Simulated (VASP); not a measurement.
A run of VASP 6.6.1 is set up as follows.

INCAR

```
SYSTEM = AgCl
PREC = Accurate ; ENCUT = 520
EDIFF = 1E-8 ; ISMEAR = -1
SIGMA = 0.03 ; LREAL = .FALSE.
LASPH = .TRUE. ; NELM = 80
ALGO = Normal ; ISIF = 2
LWAVE = .FALSE. ; LCHARG = .FALSE.
GGA = PE ; LEFG = .TRUE.
NBANDS = 16
```

KPOINTS

```
Automatic mesh
0
G
  11 11 11
  0 0 0
```

Contents of POSCAR:

```
AgCl
1.0
    0.0000000000      3.0295479172      3.0295479172
    3.0295479172      0.0000000000      3.0295479172
    3.0295479172      3.0295479172      0.0000000000
Ag Cl
1 1
Direct
    0.0000000000      0.0000000000      0.0000000000
    0.2500000000      0.2500000000      0.2500000000
```

Potentials or basis: VASP PAW PBE potentials, release 64 (Ag, Cl).

Run with:

```console
$ cat potpaw_PBE.64/Ag/POTCAR potpaw_PBE.64/Cl/POTCAR > POTCAR
$ mpirun -np 1 vasp_std > vasp.out
```

Predict the pressure.

-0.1 GPa.

Estimate the band gap on the k mesh.

1.29 eV, direct.

Caveat: without QUAD_EFG the Cq values of the log hold for a quadrupole moment of 1 mb, not for the nuclei. A k mesh can miss the band edges.
